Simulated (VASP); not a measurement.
**GaP: relaxation of cell and atoms with PBEsol**

The system is GaP.

```
Ga P
1.0
     0.00000    2.71923    2.71923
     2.71923    0.00000    2.71923
     2.71923    2.71923    0.00000
Ga P
1 1
Direct
  0.00000 0.00000 0.00000
  0.75000 0.75000 0.75000
```

| Item | Value |
| --- | --- |
| Program | VASP 6.6.1 |
| Task | relaxation of cell and atoms |
| Functional | PBEsol |
| Potentials or basis | VASP PAW PBE potentials, release 64 (Ga_d, P) |
| Cutoff | 600 eV |
| k mesh | 8 × 8 × 8 |
| Occupations | gaussian, width 0.01 eV |
| Spin | no spin polarisation |
| Target pressure | 4 GPa |
| Dipole correction | no |
| Further INCAR settings | ALGO = Normal; EDIFF = 1e-06; IBRION = 2; EDIFFG = -0.001; NSW = 80; ISIF = 3 |

The relaxed volume is 19.25 Å³/atom. The relaxed cell is a = 3.790 Å, b = 3.790 Å, c = 3.790 Å, α = 60.00°, β = 60.00°, γ = 60.00°, the space group after relaxing (to 0.05 Å) is F-43m (No. 216) and the energy change on relaxing (the enthalpy is what falls) is +10.0 meV/atom. The ionic steps are 9 and the pressure after relaxing is 4.0 GPa. The band gap on the k mesh is 1.41 eV, indirect (least direct gap 2.17 eV).

The path:
| step | energy change (eV) | largest force (eV/Å) | pressure (GPa) | volume (Å³) |
| --- | --- | --- | --- | --- |
| 1 | 0.0000 | 0.0000 | -0.09 | 40.21 |
| 2 | 0.0624 | 0.0000 | 7.38 | 37.30 |
| 3 | 0.0200 | 0.0000 | 3.89 | 38.50 |
| 4 | 0.0210 | 0.0000 | 4.12 | 38.46 |
| 5 | 0.0191 | 0.0000 | 3.88 | 38.54 |
| 6 | 0.0202 | 0.0000 | 4.05 | 38.49 |
| 7 | 0.0199 | 0.0000 | 3.93 | 38.50 |
| 8 | 0.0201 | 0.0000 | 4.01 | 38.50 |
| 9 | 0.0201 | 0.0000 | 4.00 | 38.50 |

Final structure:
```xyz
2
Lattice="0.0000 2.6800 2.6800 2.6800 0.0000 2.6800 2.6800 2.6800 0.0000" Properties=species:S:1:pos:R:3 pbc="T T T"
Ga    0.0000    0.0000    0.0000
P     4.0200    4.0200    4.0200
```

Levels at points of the mesh, in eV from the valence-band top:
```csv
k point,band 6,band 7,band 8,band 9,band 10,band 11,band 12,band 13
"(0.00, 0.00, 0.00)",-12.92,0.00,0.00,0.00,2.17,3.81,3.81,3.81
"(0.50, 0.00, 0.00)",-10.65,-7.00,-1.21,-1.21,1.74,4.63,4.63,8.17
"(0.50, 0.50, 0.00)",-9.67,-7.05,-2.89,-2.89,1.41,1.66,10.93,10.93
```

Run time: 92 s on 1 thread of Intel Xeon 8259CL, with other jobs on the host, peak memory 0.2 GiB.

Caveat: the cell is relaxed towards a set pressure, so the enthalpy falls and the energy may rise; the PAW data sets were made with another functional, which shifts forces and pressure a little. A k mesh can miss the band edges.
